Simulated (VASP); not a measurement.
# ZnS (F-43m) in VASP: a series of runs

The runs below take ZnS through single point, with r2SCAN+D4, PBEsol.

All numbers are computed with VASP 6.6.1; they aren't measurements. Logs are shortened: lines on timing, memory, paths and dates and some standing lists are left out, and cuts for length are marked.

**Experimental background.**

“Electronic, vibrational, and thermodynamic properties of ZnS (zincblende and rocksalt structure)”, 2009, arxiv:0911.5022 quotes, for a bulk crystal of ZnS at 19 K: band gap 3.85 eV (direct).

The results are compared with them further down.

## Step 1: The cell of the first run

Symmetry: F-43m, No. 216, cubic system. Conventional cell: a = 5.368 Å, b = 5.368 Å, c = 5.368 Å, α = 90.00°, β = 90.00°, γ = 90.00°. Zn (site symmetry -43m) has 4 S at 2.32 Å within 3.1 Å. Within 3.1 Å of S (site symmetry -43m) lie 4 Zn at 2.32 Å.

## Step 2: Single point, r2SCAN+D4

File POSCAR:

```
ZnS
1.0
    0.0000000000      2.6838652254      2.6838652254
    2.6838652254      0.0000000000      2.6838652254
    2.6838652254      2.6838652254      0.0000000000
Zn S
1 1
Direct
    0.7500000000      0.7500000000      0.7500000000
    0.0000000000      0.0000000000      0.0000000000
```

File INCAR.step1:

```
SYSTEM = ZnS
PREC = Accurate
ENCUT = 520
ISMEAR = -1
SIGMA = 0.05
LREAL = .False.
LASPH = .True.
NELM = 60
NBANDS = 16
GGA = PE
ALGO = Normal
EDIFF = 1E-4
LWAVE = .True.
LCHARG = .False.
```

File INCAR.step2:

```
SYSTEM = ZnS
PREC = Accurate
ENCUT = 520
EDIFF = 1E-7
ISMEAR = -1
SIGMA = 0.05
LREAL = .False.
LASPH = .True.
NELM = 60
ALGO = Normal
ISIF = 2
LWAVE = .False.
LCHARG = .False.
METAGGA = R2SCAN
LMIXTAU = .True.
IVDW = 13
VDW_S6 = 1.0
VDW_S8 = 0.6018749
VDW_A1 = 0.51559235
VDW_A2 = 5.77342911
NBANDS = 16
ISTART = 1
```

File KPOINTS:

```
Automatic mesh
0
Gamma
  9 9 9
  0 0 0
```

Potentials or basis: VASP PAW PBE potentials, release 64 (Zn, S).

Launch:

```bash
cat potpaw_PBE.64/Zn/POTCAR potpaw_PBE.64/S/POTCAR > POTCAR
cp INCAR.step1 INCAR
mpirun -np 1 vasp_std > vasp.out
cp INCAR.step2 INCAR
mpirun -np 1 vasp_std > vasp.out
```

OUTCAR:

```text
SYSTEM = ZnS
   PREC = Accurate
   ENCUT = 520
   EDIFF = 1E-7
   ISMEAR = -1
   LREAL = .False.
   LASPH = .True.
   NELM = 60
   ISIF = 2
   METAGGA = R2SCAN
   IVDW = 13
   ISTART = 1

 ion  position               nearest neighbor table
   1  0.750  0.750  0.750-   2 2.32   2 2.32   2 2.32   2 2.32
   2  0.000  0.000  0.000-   1 2.32   1 2.32   1 2.32   1 2.32

  LATTYP: Found a face centered cubic cell.
 ALAT       =     5.3677304508

  Lattice vectors:

 A1 = (   0.0000000000,   2.6838652254,   2.6838652254)
 A2 = (   2.6838652254,   0.0000000000,   2.6838652254)
 A3 = (   2.6838652254,   2.6838652254,   0.0000000000)

Analysis of symmetry for initial positions (statically):
=====================================================================
 Subroutine PRICEL returns:
 Original cell was already a primitive cell.

 Routine SETGRP: Setting up the symmetry group for a
 face centered cubic supercell.

 Subroutine GETGRP returns: Found 24 space group operations
 (whereof 24 operations were pure point group operations)
 out of a pool of 48 trial point group operations.

The static configuration has the point symmetry T_d .

Analysis of symmetry for dynamics (positions and initial velocities):
=====================================================================
 Subroutine PRICEL returns:
 Original cell was already a primitive cell.

 Routine SETGRP: Setting up the symmetry group for a
 face centered cubic supercell.

 Subroutine GETGRP returns: Found 24 space group operations
 (whereof 24 operations were pure point group operations)
 out of a pool of 48 trial point group operations.

The dynamic configuration has the point symmetry T_d .

 Subroutine INISYM returns: Found 24 space group operations
 (whereof 24 operations are pure point group operations),
 and found     1 'primitive' translations

----------------------------------------------------------------------------------------

                                     Primitive cell

  volume of cell :      38.6645

  direct lattice vectors                    reciprocal lattice vectors
     0.000000000  2.683865225  2.683865225    -0.186298476  0.186298476  0.186298476
     2.683865225  0.000000000  2.683865225     0.186298476 -0.186298476  0.186298476
     2.683865225  2.683865225  0.000000000     0.186298476  0.186298476 -0.186298476

  length of vectors
     3.795558601  3.795558601  3.795558601     0.322678425  0.322678425  0.322678425

[... 79 lines left out ...]
   NELM   =     60;   NELMIN=  2; NELMDL=  0     # of ELM steps
   EDIFF  = 0.1E-06   stopping-criterion for ELM
   LREAL  =      F    real-space projection
   EDIFFG = 0.1E-05   stopping-criterion for IOM
   NSW    =      0    number of steps for IOM
   IBRION =     -1    ionic relax: 0-MD 1-quasi-New 2-CG
   NFREE  =      0    steps in history (QN), initial steepest desc. (CG)
   ISIF   =      2    stress and relaxation
   ISYM   =      2    0-nonsym 1-usesym 2-fastsym
   POTIM  = 0.5000    time-step for ionic-motion
   TEBEG  =    0.0;   TEEND  =   0.0 temperature during run
   PSTRESS=    0.0 pullay stress
   NELECT =      18.0000    total number of electrons
   NUPDOWN=      -1.0000    fix difference up-down
   EMIN   =  10.00;   EMAX   =-10.00  energy-range for DOS
   EFERMI =   0.00;   METHOD = LEGACY
   ISMEAR =    -1;   SIGMA  =   0.05  broadening in eV -4-tet -1-fermi 0-gaus
   EFERMI_NEDOS =   21; number of points for ismear=-14 and -15
   IALGO  =     38    algorithm
   IMIX   =      4    mixing-type and parameters
     AMIX     =   0.40;   BMIX     =  1.00
     AMIX_MAG =   1.60;   BMIX_MAG =  1.00
  volume/ion in A,a.u.               =      19.33       130.46
  Fermi-wavevector in a.u.,A,eV,Ry     =   1.268805  2.397694 21.903567  1.609867
  Thomas-Fermi vector in A             =   2.401880
   LORBIT       =      0    0 simple, 1 ext, 2 COOP (PROOUT), +10 PAW based schemes
   METAGGA = R2SCAN    functional components
   LHFCALC =     F    Hartree Fock is set to
   AEXX    =    0.0000 exact exchange contribution
   IVDW    =    13    specifies the selected vdW correction
   LEPSILON=     F    determine dielectric tensor
   LRPA    =     F    only Hartree local field effects (RPA)
 non-spin polarized calculation
  energy-cutoff  :      520.00
  volume of cell :       38.66
 maximum number of plane-waves:      1051
   NGX = 15   NGY = 15   NGZ = 15

 number of electron      18.0000013 magnetization

 Free energy of the ion-electron system (eV)
  ---------------------------------------------------
  ext. energy  EPLUGINS =         0.00000000
  ---------------------------------------------------
  free energy    TOTEN  =       -18.86503750 eV

  energy without entropy =      -18.86503750  energy(sigma->0) =      -18.86503750

 E-fermi :   3.0680     XC(G=0): -10.3868

 val. band max:        2.0229191985   @ k =   0.0000   0.0000   0.0000
 cond. band min:       4.7925706052   @ k =   0.0000   0.0000   0.0000
 fundamental gap:      2.7696514067
 Fermi energy:         3.0679977296

 k-point     1 :       0.0000    0.0000    0.0000
  band No.  band energies     occupation
      1     -11.8001      2.00000
      2      -4.5594      2.00000
      3      -4.5594      2.00000
      4      -4.5594      2.00000
      5      -3.9872      2.00000
      6      -3.9872      2.00000
[... 433 lines left out ...]
      3      -4.1963      2.00000
      4      -4.1963      2.00000
      5      -3.9075      2.00000
      6      -3.8283      2.00000
[... 8 lines left out ...]
     15      16.3094      0.00000
     16      17.8952      0.00000

 [... further k-points ...]

------------------------ aborting loop because EDIFF is reached ----------------------------------------

  DFT-D4 for vdW energy calculation

  Edisp (eV):   -0.23450

  FORCE on cell =-STRESS in cart. coord.  units (eV):
  Direction    XX          YY          ZZ          XY          YZ          ZX
  --------------------------------------------------------------------------------------
  -------------------------------------------------------------------------------------
  Total       0.01682     0.01682     0.01682     0.00000     0.00000     0.00000
  in kB       0.69688     0.69688     0.69688     0.00000     0.00000     0.00000
  external pressure =        0.70 kB  Pullay stress =        0.00 kB

 VOLUME and BASIS-vectors are now :
 -----------------------------------------------------------------------------
  energy-cutoff  :      520.00
  volume of cell :       38.66
      direct lattice vectors                 reciprocal lattice vectors
     0.000000000  2.683865225  2.683865225    -0.186298476  0.186298476  0.186298476
     2.683865225  0.000000000  2.683865225     0.186298476 -0.186298476  0.186298476
     2.683865225  2.683865225  0.000000000     0.186298476  0.186298476 -0.186298476

 POSITION                                       TOTAL-FORCE (eV/Angst)
 -----------------------------------------------------------------------------------
      4.02580      4.02580      4.02580        -0.000000     -0.000000     -0.000000
      0.00000      0.00000      0.00000         0.000000      0.000000      0.000000
 -----------------------------------------------------------------------------------
    total drift:                                0.000011      0.000011      0.000010

  FREE ENERGIE OF THE ION-ELECTRON SYSTEM (eV)
  ---------------------------------------------------
  free  energy   TOTEN  =       -19.0995356944 eV

  energy  without entropy=      -19.0995356944  energy(sigma->0) =      -19.09953569
```

OUTCAR.step1:

```text
SYSTEM = ZnS
   PREC = Accurate
   ENCUT = 520
   ISMEAR = -1
   LREAL = .False.
   LASPH = .True.
[... 676 lines left out ...]
      4.02580      4.02580      4.02580         0.000000      0.000000      0.000000
      0.00000      0.00000      0.00000        -0.000000     -0.000000     -0.000000
 -----------------------------------------------------------------------------------
    total drift:                                0.000001      0.000001      0.000001

  FREE ENERGIE OF THE ION-ELECTRON SYSTEM (eV)
  ---------------------------------------------------
  free  energy   TOTEN  =        -6.8345361170 eV

  energy  without entropy=       -6.8345361170  energy(sigma->0) =       -6.83453612
```

OSZICAR.step1:

```text
N       E                     dE             d eps       ncg     rms          rms(c)
DAV:   1     0.843836620318E+02    0.84384E+02   -0.85834E+03  1120   0.134E+03
DAV:   2    -0.195029583569E+01   -0.86334E+02   -0.80406E+02  1272   0.262E+02
DAV:   3    -0.721021889094E+01   -0.52599E+01   -0.52357E+01  1432   0.610E+01
DAV:   4    -0.726228065376E+01   -0.52062E-01   -0.52051E-01  1312   0.641E+00
DAV:   5    -0.726281702761E+01   -0.53637E-03   -0.53636E-03  1440   0.611E-01    0.713E+00
DAV:   6    -0.685585451413E+01    0.40696E+00   -0.73576E-01  1664   0.303E+01    0.556E+00
DAV:   7    -0.683489003630E+01    0.20964E-01   -0.25842E-01  1336   0.462E+00    0.281E+00
DAV:   8    -0.683416129744E+01    0.72874E-03   -0.52879E-03  1464   0.935E-01    0.742E-01
DAV:   9    -0.683437862297E+01   -0.21733E-03   -0.13027E-03  1344   0.285E-01    0.943E-02
DAV:  10    -0.683454295084E+01   -0.16433E-03   -0.22129E-04  1392   0.114E-01    0.380E-02
DAV:  11    -0.683453611702E+01    0.68338E-05   -0.27671E-05   680   0.487E-02
   1 F= -.68345361E+01 E0= -.68345361E+01  d E =-.400625E-10
```

Run time: 58 s. Hardware: 1 thread of AMD EPYC 9R45 (Zen 5), shared host; peak memory 0.14 GiB.

What came out:

* Free energy: -19.0995 eV
* Pressure: 0.1 GPa
* Band gap on the k mesh: 2.77 eV, direct
* Dispersion energy per atom: -0.117 eV

Caveat: the PAW data sets were made with another functional, which shifts forces and pressure a little.

## Step 3: Single point, PBEsol (volume scaled by 0.94)

File INCAR:

```
PREC = Accurate
ENCUT = 520
EDIFF = 1E-6
ISMEAR = -1
SIGMA = 0.05
LREAL = False
LASPH = True
NELM = 100
ALGO = Normal
ISIF = 2
LWAVE = False
LCHARG = False
GGA = PS
NBANDS = 16
```

File KPOINTS:

```
Automatic mesh
0
Gamma
  9 9 9
```

File POSCAR:

```
ZnS
1.0
    0.0000000000      2.6468416657      2.6468416657
    2.6468416657      0.0000000000      2.6468416657
    2.6468416657      2.6468416657      0.0000000000
Zn S
1 1
Direct
    0.7500000000      0.7500000000      0.7500000000
    0.0000000000      0.0000000000      0.0000000000
```

Potentials or basis: VASP PAW PBE potentials, release 64 (Zn, S).

Launch:

```bash
cat potpaw_PBE.64/Zn/POTCAR potpaw_PBE.64/S/POTCAR > POTCAR
mpirun -np 1 vasp_std > vasp.out
```

It took 36 s on 1 thread of AMD EPYC 7R13, shared host; peak memory 0.13 GiB.

The run converged. Its results:

* Free energy: -7.5746 eV
* Pressure: 3.2 GPa
* Band gap on the k mesh: 2.25 eV, direct

Levels at points of the mesh, in eV from the valence-band top:
```csv
k point,band 7,band 8,band 9,band 10,band 11,band 12
"(0.00, 0.00, 0.00)",0.00,0.00,0.00,2.25,6.26,6.26
```

Caveat: the PAW data sets were made with another functional, which shifts forces and pressure a little.

## Step 4: How close it comes

Step 2. A measured gap of ZnS is 3.85 eV (direct; 19 K; quoted in “Electronic, vibrational, and thermodynamic properties of ZnS (zincblende and rocksalt structure)”, 2009, arxiv:0911.5022); the calculated 2.77 eV misses it by -1.08 eV. The value is that of r2SCAN+D4, without temperature or zero-point motion.
